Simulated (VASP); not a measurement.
# Hg3P2 (P6/mmm) in VASP: a series of runs

Hg3P2 is run at these levels: PBE; tasks: relaxation of cell and atoms, single point.

Everything below comes from runs of VASP 6.6.1. Logs are shortened: lines on timing, memory, paths and dates and some standing lists are left out, and cuts for length are marked.

## 1. The cell of the first run

Symmetry: P6/mmm, No. 191, hexagonal system. Conventional cell: a = 8.219 Å, b = 8.219 Å, c = 4.888 Å, α = 90.00°, β = 90.00°, γ = 120.00°. Within 3.1 Å of Hg (site symmetry mmm) lie 2 P at 2.37 Å. P (site symmetry -6m2) has 3 Hg at 2.37 Å within 3.1 Å.

## 2. Relaxation of cell and atoms, PBE

INCAR

```
  PREC = Accurate
  ENCUT = 600
  EDIFF = 1E-6
  ISMEAR = 0
  SIGMA = 0.01
  LREAL = F
  LASPH = T
  NELM = 100
  ALGO = Normal
  ISIF = 3
  LWAVE = F
  LCHARG = F
  GGA = PE
  IBRION = 2
  NSW = 100
  EDIFFG = -0.01
```

KPOINTS

```
Automatic mesh
0
Gamma
  6 6 8
```

POSCAR

```
Hg3P2
1.0
    8.2192786285      0.0000000000      0.0000000000
   -4.1096393142      7.1181040930      0.0000000000
    0.0000000000      0.0000000000      4.8879954566
Hg P
3 2
Direct
    0.5000000000      0.0000000000      0.0000000000
    0.0000000000      0.5000000000      0.0000000000
    0.5000000000      0.5000000000      0.0000000000
    0.3333333333      0.6666666667      0.0000000000
    0.6666666667      0.3333333333      0.0000000000
```

Potentials or basis: VASP PAW PBE potentials, release 64 (Hg, P).

The run is started by

```bash
> cat potpaw_PBE.64/Hg/POTCAR potpaw_PBE.64/P/POTCAR > POTCAR
> mpirun -np 1 vasp_std > vasp.out
```

OUTCAR:

```text
PREC = Accurate
   ENCUT = 600
   EDIFF = 1E-6
   ISMEAR = 0
   LREAL = F
   LASPH = T
   NELM = 100
   ISIF = 3
   GGA = PE
   IBRION = 2
   NSW = 100
   EDIFFG = -0.01

 ion  position               nearest neighbor table
   1  0.500  0.000  0.000-   4 2.37   5 2.37
   2  0.000  0.500  0.000-   4 2.37   5 2.37
   3  0.500  0.500  0.000-   4 2.37   5 2.37
   4  0.333  0.667  0.000-   1 2.37   2 2.37   3 2.37
   5  0.667  0.333  0.000-   1 2.37   2 2.37   3 2.37

  LATTYP: Found a hexagonal cell.
 ALAT       =     8.2192786285
 C/A-ratio  =     0.5946988389

  Lattice vectors:

 A1 = (   8.2192786285,   0.0000000000,   0.0000000000)
 A2 = (  -4.1096393142,   7.1181040930,   0.0000000000)
 A3 = (   0.0000000000,   0.0000000000,   4.8879954566)

Analysis of symmetry for initial positions (statically):
=====================================================================
 Subroutine PRICEL returns:
 Original cell was already a primitive cell.

 Routine SETGRP: Setting up the symmetry group for a
 hexagonal supercell.

 Subroutine GETGRP returns: Found 24 space group operations
 (whereof 24 operations were pure point group operations)
 out of a pool of 24 trial point group operations.

The static configuration has the point symmetry D_6h.

Analysis of symmetry for dynamics (positions and initial velocities):
=====================================================================
 Subroutine PRICEL returns:
 Original cell was already a primitive cell.

 Routine SETGRP: Setting up the symmetry group for a
 hexagonal supercell.

 Subroutine GETGRP returns: Found 24 space group operations
 (whereof 24 operations were pure point group operations)
 out of a pool of 24 trial point group operations.

The dynamic configuration has the point symmetry D_6h.

 Subroutine INISYM returns: Found 24 space group operations
 (whereof 24 operations are pure point group operations),
 and found     1 'primitive' translations

----------------------------------------------------------------------------------------

                                     Primitive cell

  volume of cell :     285.9755

  direct lattice vectors                    reciprocal lattice vectors
     8.219278628  0.000000000  0.000000000     0.121665178  0.070243423  0.000000000
    -4.109639314  7.118104093  0.000000000     0.000000000  0.140486847  0.000000000
     0.000000000  0.000000000  4.887995457     0.000000000  0.000000000  0.204582842

  length of vectors
     8.219278628  8.219278628  4.887995457     0.140486847  0.140486847  0.204582842

  position of ions in fractional coordinates (direct lattice)
     0.500000000  0.000000000  0.000000000
     0.000000000  0.500000000  0.000000000
     0.500000000  0.500000000  0.000000000
     0.333333333  0.666666667  0.000000000
     0.666666667  0.333333333  0.000000000

  ion indices of the primitive-cell ions
   primitive index   ion index
                 1           1
                 2           2
                 3           3
                 4           4
                 5           5

----------------------------------------------------------------------------------------

 KPOINTS: Automatic mesh

Automatic generation of k-mesh.
 Grid dimensions read from file:
 generate k-points for:    6    6    8

 Generating k-lattice:

  Cartesian coordinates                     Fractional coordinates (reciprocal lattice)
     0.020277530  0.011707237  0.000000000     0.166666667  0.000000000  0.000000000
     0.000000000  0.023414474  0.000000000     0.000000000  0.166666667  0.000000000
     0.000000000  0.000000000  0.025572855     0.000000000  0.000000000  0.125000000

  Length of vectors
     0.023414474  0.023414474  0.025572855

  Shift w.r.t. Gamma in fractional coordinates (k-lattice)
     0.000000000  0.000000000  0.000000000

 Subroutine IBZKPT returns following result:
 ===========================================

 Found     35 irreducible k-points:

 Following reciprocal coordinates:
            Coordinates               Weight
[... 39 lines left out ...]
   AEXX    =    0.0000 exact exchange contribution
   IVDW    =     0    specifies the selected vdW correction
   LEPSILON=     F    determine dielectric tensor
   LRPA    =     F    only Hartree local field effects (RPA)
 conjugate gradient relaxation of ions
 non-spin polarized calculation
 Gauss-broadening in eV      SIGMA  =   0.01
  energy-cutoff  :      600.00
  volume of cell :      285.98
 maximum number of plane-waves:      9596
 NGX is ok and might be reduce to    70
   NGX = 33   NGY = 33   NGZ = 19

--------------------------------------- Ionic step        1  -------------------------------------------

 number of electron      46.0000000 magnetization

 Free energy of the ion-electron system (eV)
  ---------------------------------------------------
  ext. energy  EPLUGINS =         0.00000000
  ---------------------------------------------------
  free energy    TOTEN  =        -9.23031103 eV

  energy without entropy =       -9.23004728  energy(sigma->0) =       -9.23017915

------------------------ aborting loop because EDIFF is reached ----------------------------------------

  FORCE on cell =-STRESS in cart. coord.  units (eV):
  Direction    XX          YY          ZZ          XY          YZ          ZX
  --------------------------------------------------------------------------------------
  -------------------------------------------------------------------------------------
  Total        0.9591841      0.9591841      0.2702909      0.0000000     -0.0000000      0.0000000
  in kB        5.3738276      5.3738276      1.5143045      0.0000000     -0.0000000      0.0000000
  external PRESSURE =       4.0873199 kB  Pullay stress =       0.0000000 kB
[... 98 lines left out ...]
  FREE ENERGIE OF THE ION-ELECTRON SYSTEM (eV)
  ---------------------------------------------------
  free  energy   TOTEN  =        -9.2360101034 eV

  energy  without entropy=       -9.2357518092  energy(sigma->0) =       -9.23588096

[... ionic steps 4 to 11 ...]

--------------------------------------- Ionic step       12  -------------------------------------------

 number of electron      46.0000006 magnetization

------------------------ aborting loop because EDIFF is reached ----------------------------------------

  FORCE on cell =-STRESS in cart. coord.  units (eV):
  Direction    XX          YY          ZZ          XY          YZ          ZX
  --------------------------------------------------------------------------------------
  -------------------------------------------------------------------------------------
  Total       -0.3561140     -0.3561140      0.0133761     -0.0000000      0.0000000      0.0000000
  in kB       -1.6187586     -1.6187586      0.0608028     -0.0000000      0.0000000      0.0000000
  external PRESSURE =      -1.0589048 kB  Pullay stress =       0.0000000 kB
[... 63 lines left out ...]
  energy  without entropy=       -9.2536090122  energy(sigma->0) =       -9.25365768

--------------------------------------- Ionic step       14  -------------------------------------------

 number of electron      46.0000008 magnetization

 Free energy of the ion-electron system (eV)
  ---------------------------------------------------
  ext. energy  EPLUGINS =         0.00000000
  ---------------------------------------------------
  free energy    TOTEN  =        -9.25418197 eV

  energy without entropy =       -9.25406285  energy(sigma->0) =       -9.25412241

 E-fermi :  -1.5232     XC(G=0):  -4.8654

 val. band max:       -1.5283544571   @ k =   0.1667  -0.0000   0.0000
 cond. band min:      -1.5172303750   @ k =   0.0000   0.0000   0.3750
 fundamental gap:      0.0111240822
 Fermi energy:        -1.5231579444

 k-point     1 :       0.0000    0.0000    0.0000
  band No.  band energies     occupation
      1     -13.5537      2.00000
      2     -11.5811      2.00000
      3     -10.3814      2.00000
      4     -10.3814      2.00000
      5      -9.2528      2.00000
      6      -9.2528      2.00000
[... 709 lines left out ...]
     26       0.5675      0.00000
     27       1.1170      0.00000

 [... further k-points ...]
[... 5 lines left out ...]
  --------------------------------------------------------------------------------------
  -------------------------------------------------------------------------------------
  Total        0.0254896      0.0254896      0.0287502      0.0000000     -0.0000000     -0.0000000
  in kB        0.1157132      0.1157132      0.1305153      0.0000000     -0.0000000     -0.0000000
  external PRESSURE =       0.1206472 kB  Pullay stress =       0.0000000 kB
[... 20 lines left out ...]
  FREE ENERGIE OF THE ION-ELECTRON SYSTEM (eV)
  ---------------------------------------------------
  free  energy   TOTEN  =        -9.2541819716 eV

  energy  without entropy=       -9.2540628471  energy(sigma->0) =       -9.25412241

 reached required accuracy - stopping structural energy minimisation
```

It took 46 min on 1 thread of Intel Xeon Platinum 8259CL at 2.50GHz (Skylake/Cascade Lake), shared host; peak memory 0.67 GiB.

What came out:

```
Free energy                            : -9.2542 eV
Relaxed cell                           : a = 8.238 Å, b = 8.238 Å, c = 6.005 Å, α = 90.00°, β = 90.00°, γ = 120.00°
Space group after relaxing (to 0.05 Å) : P6/mmm (No. 191)
Energy gained by relaxing              : 4.8 meV/atom
Ionic steps                            : 14
Pressure after relaxing                : 0.0 GPa
Band gap on the k mesh                 : zero (band 23 reaches -1.53 eV, above the bottom of band 24 at -1.54 eV)
```

Step by step:
```
step  energy change (eV)  largest force (eV/Å)  pressure (GPa)  volume (Å³)
   1              0.0000                0.0000            0.41       285.98
   2             -0.0044                0.0000           -0.11       292.05
   3             -0.0057                0.0000            0.03       289.93
   4             -0.0057                0.0000            0.02       289.84
   5             -0.0044                0.0000            0.21       287.90
   6             -0.0057                0.0000            0.04       289.69
   7             -0.0063                0.0000            0.05       290.36
   8             -0.0079                0.0000            0.03       292.37
   9             -0.0105                0.0000            0.03       296.39
  10             -0.0139                0.0000           -0.03       304.41
  11             -0.0191                0.0000           -0.13       320.45
  12             -0.0231                0.0000           -0.11       352.47
  13             -0.0234                0.0000            0.08       353.28
  14             -0.0239                0.0000            0.01       352.93
```

Final structure:
```
Hg P
1.0
     8.23802    0.00000    0.00000
    -4.11901    7.13434    0.00000
     0.00000    0.00000    6.00502
Hg P
3 2
Direct
  0.50000 0.00000 0.00000
  0.00000 0.50000 0.00000
  0.50000 0.50000 0.00000
  0.33333 0.66667 0.00000
  0.66667 0.33333 0.00000
```

Levels at points of the mesh, in eV from the Fermi level:
| k point | band 20 | band 21 | band 22 | band 23 | band 24 | band 25 | band 26 | band 27 |
| --- | --- | --- | --- | --- | --- | --- | --- | --- |
| (0.00, 0.00, 0.00) | -2.79 | -2.79 | -1.55 | -0.14 | 0.14 | 2.32 | 2.32 | 3.36 |
| (0.50, 0.00, 0.00) | -3.68 | -2.32 | -1.09 | -0.56 | 1.00 | 1.76 | 1.86 | 3.03 |
| (0.00, 0.00, 0.50) | -2.78 | -2.78 | -1.79 | -0.04 | -0.02 | 2.48 | 2.62 | 2.62 |
| (0.50, 0.00, 0.50) | -3.65 | -2.31 | -1.32 | -0.77 | 1.09 | 1.86 | 1.95 | 2.53 |

Caveat: the volume moved by over 15 % at a fixed basis, so the end points are rough; spin-orbit coupling is left out, which moves the levels of the heavy elements.

## 3. Single point, PBE

This run uses another cell than the first one, of 68.09 Å³/atom, 1.190 times its volume.

INCAR

```
ALGO = Normal ; EDIFF = 1E-7
ENCUT = 520 ; GGA = PE
ISIF = 2 ; ISMEAR = 0
LASPH = True ; LCHARG = False
LREAL = False ; LWAVE = False
NBANDS = 31 ; NELM = 100
PREC = Accurate ; SIGMA = 0.1
```

KPOINTS

```
k-points
0
Gamma
  6 6 6
```

Changes to POSCAR since step 2:

```diff
@@ -2,5 +2,5 @@
 1.0
-    8.2192786285      0.0000000000      0.0000000000
-   -4.1096393142      7.1181040930      0.0000000000
-    0.0000000000      0.0000000000      4.8879954566
+    8.2163468934      0.0000000000      0.0000000000
+   -4.1081734467      7.1155651360      0.0000000000
+    0.0000000000      0.0000000000      5.8232809835
 Hg P
```

Potentials or basis: VASP PAW PBE potentials, release 64 (Hg, P).

The run is started by

```bash
> cat potpaw_PBE.64/Hg/POTCAR potpaw_PBE.64/P/POTCAR > POTCAR
> mpirun -np 1 vasp_std > vasp.out
```

Run time: 5 min. Hardware: 1 thread of Intel Xeon 6975P-C (Granite Rapids), shared host; peak memory 0.6 GiB.

The run converged. Its results:

```yaml
Free_energy: -9.2617 eV
Pressure: 0.1 GPa
Band_gap_on_the_k_mesh: zero (band 23 reaches -1.39 eV, above the bottom of band 24 at -1.40 eV)
```

Stress tensor (GPa, compression positive):
```
0.22 0.00 0.00
0.00 0.22 0.00
0.00 0.00 0.00
```

Levels at points of the mesh, in eV from the Fermi level:
```csv
k point,band 20,band 21,band 22,band 23,band 24,band 25,band 26,band 27
"(0.00, 0.00, 0.00)",-2.87,-2.87,-1.60,-0.17,0.11,2.25,2.25,3.37
"(0.50, 0.00, 0.00)",-3.75,-2.38,-1.14,-0.60,0.92,1.73,1.80,2.97
"(0.00, 0.00, 0.50)",-2.85,-2.85,-1.90,-0.09,-0.05,2.43,2.43,2.51
"(0.50, 0.00, 0.50)",-3.71,-2.37,-1.42,-0.86,1.04,1.85,1.90,2.42
```

Caveat: spin-orbit coupling is left out, which moves the levels of the heavy elements.

## 4. Relaxation of cell and atoms, PBE

This run uses another cell than the first one, of 68.09 Å³/atom, 1.190 times its volume.

INCAR

```
SYSTEM = Hg3P2
ALGO     = Normal         ! electronic algorithm
EDIFF    = 1E-6           ! SCF threshold, eV
EDIFFG   = -0.01          ! ionic threshold
ENCUT    = 600            ! plane-wave cutoff, eV
GGA      = PE             ! functional
IBRION   = 2              ! ionic algorithm
ISIF     = 3              ! what is computed and relaxed
ISMEAR   = 0              ! smearing method
LASPH    = .TRUE.         ! aspherical terms in the spheres
LCHARG   = .FALSE.        ! write CHGCAR
LREAL    = .FALSE.        ! projectors in reciprocal space
LWAVE    = .FALSE.        ! write WAVECAR
NELM     = 100            ! most SCF steps
NSW      = 100            ! ionic steps
PREC     = Accurate       ! precision mode
SIGMA    = 0.1            ! smearing width, eV
```

KPOINTS

```
k-points
0
G
  6 6 6
  0 0 0
```

POSCAR is that of step 3.

The run is started by

```bash
> cat potpaw_PBE.64/Hg/POTCAR potpaw_PBE.64/P/POTCAR > POTCAR
> mpirun -np 1 vasp_std > vasp.out
```

Wall time 6.6 min (1 thread of Intel Xeon 6975P-C (Granite Rapids), shared host); peak memory 0.72 GiB.

It converged, with:

```
Free energy                            : -9.2637 eV
Relaxed cell                           : a = 8.242 Å, b = 8.242 Å, c = 5.825 Å, α = 90.00°, β = 90.00°, γ = 120.00°
Space group after relaxing (to 0.05 Å) : P6/mmm (No. 191)
Energy gained by relaxing              : 0.3 meV/atom
Ionic steps                            : 3
Pressure after relaxing                : 0.0 GPa
Band gap on the k mesh                 : zero (band 23 reaches -1.42 eV, above the bottom of band 24 at -1.47 eV)
```

Step by step:
| step | energy change (eV) | largest force (eV/Å) | pressure (GPa) | volume (Å³) |
| --- | --- | --- | --- | --- |
| 1 | 0.0000 | 0.0000 | 0.16 | 340.45 |
| 2 | -0.0011 | 0.0000 | -0.07 | 343.82 |
| 3 | -0.0015 | 0.0000 | 0.01 | 342.64 |

Final structure:
```yaml
crystal:
  lattice:
    - [8.24177, 0.00000, 0.00000]
    - [-4.12088, 7.13758, 0.00000]
    - [0.00000, 0.00000, 5.82460]
  atoms:
    - { symbol: Hg, position: [0.50000, 0.00000, 0.00000] }
    - { symbol: Hg, position: [0.00000, 0.50000, 0.00000] }
    - { symbol: Hg, position: [0.50000, 0.50000, 0.00000] }
    - { symbol: P, position: [0.33333, 0.66667, 0.00000] }
    - { symbol: P, position: [0.66667, 0.33333, 0.00000] }
```

Levels at points of the mesh, in eV from the Fermi level:
```tsv
k point	band 20	band 21	band 22	band 23	band 24	band 25	band 26	band 27
(0.00, 0.00, 0.00)	-2.83	-2.83	-1.56	-0.20	0.12	2.27	2.27	3.40
(0.50, 0.00, 0.00)	-3.72	-2.36	-1.10	-0.57	0.94	1.71	1.81	2.97
(0.00, 0.00, 0.50)	-2.82	-2.82	-1.86	-0.08	-0.08	2.45	2.45	2.53
(0.50, 0.00, 0.50)	-3.69	-2.35	-1.39	-0.84	1.06	1.82	1.92	2.44
```

Caveat: spin-orbit coupling is left out, which moves the levels of the heavy elements.

## 5. Single point, PBE

This run uses another cell than the first one, of 68.09 Å³/atom, 1.190 times its volume.

INCAR

```
SYSTEM = Hg3P2
PREC = Accurate
ENCUT = 520
EDIFF = 1E-6
ISMEAR = 0
SIGMA = 0.01
LREAL = .FALSE.
LASPH = .TRUE.
NELM = 100
ALGO = Normal
ISIF = 2
LWAVE = .FALSE.
LCHARG = .FALSE.
GGA = PE
NBANDS = 31
```

KPOINTS

```
Automatic mesh
0
G
  6 6 8
  0 0 0
```

POSCAR is that of step 4.

The run is started by

```bash
> cat potpaw_PBE.64/Hg/POTCAR potpaw_PBE.64/P/POTCAR > POTCAR
> mpirun -np 1 vasp_std > vasp.out
```

It took 4.1 min on 1 thread of Intel Xeon 6975P-C (Granite Rapids), shared host; peak memory 0.64 GiB.

It converged, with:

| Quantity | Value |
| --- | --- |
| Free energy | -9.2591 eV |
| Pressure | 0.1 GPa |
| Band gap on the k mesh | zero (band 23 reaches -1.39 eV, above the bottom of band 24 at -1.41 eV) |

Stress tensor (GPa, compression positive):
```
0.21 0.00 0.00
0.00 0.21 0.00
0.00 0.00 0.00
```

Levels at points of the mesh, in eV from the Fermi level:
```tsv
k point	band 19	band 20	band 21	band 22	band 23	band 24	band 25	band 26	band 27	band 28
(0.00, 0.00, 0.00)	-4.74	-2.83	-2.83	-1.56	-0.13	0.15	2.28	2.28	3.41	3.41
(0.50, 0.00, 0.00)	-4.65	-3.71	-2.35	-1.10	-0.56	0.96	1.77	1.83	3.01	3.37
(0.00, 0.00, 0.50)	-4.69	-2.81	-2.81	-1.86	-0.05	-0.01	2.47	2.47	2.55	2.55
(0.50, 0.00, 0.50)	-4.61	-3.67	-2.33	-1.38	-0.82	1.08	1.89	1.94	2.46	2.99
```

Caveat: spin-orbit coupling is left out, which moves the levels of the heavy elements.

## 6. Overview

| task | cell | k mesh | cutoff (eV) | smearing | gap on the mesh (eV) | pressure (GPa) | relaxed volume (Å³/atom) |
| --- | --- | --- | --- | --- | --- | --- | --- |
| relaxation of cell and atoms | relaxed from a = 8.219, b = 8.219, c = 4.888 Å, angles 90.0, 90.0, 120.0°, 5 atoms | 6 × 6 × 8 | 600 | gaussian 0.01 eV | none | 0.0 | 70.59 |
| single point | a = 8.216, b = 8.216, c = 5.823 Å, angles 90.0, 90.0, 120.0°, 5 atoms | 6 × 6 × 6 | 520 | gaussian 0.1 eV | none | 0.1 | - |
| relaxation of cell and atoms | relaxed from a = 8.216, b = 8.216, c = 5.823 Å, angles 90.0, 90.0, 120.0°, 5 atoms | 6 × 6 × 6 | 600 | gaussian 0.1 eV | none | 0.0 | 68.53 |
| single point | a = 8.216, b = 8.216, c = 5.823 Å, angles 90.0, 90.0, 120.0°, 5 atoms | 6 × 6 × 8 | 520 | gaussian 0.01 eV | none | 0.1 | - |

Alike in all rows: level PBE; potentials or basis VASP PAW PBE potentials, release 64 (Hg, P); no spin polarisation.

Caveats: spin-orbit coupling is left out, which moves the levels of the heavy elements; the volume moved by over 15 % at a fixed basis, so the end points are rough (some runs).

Absolute energies hang on the potentials; compare differences alone.
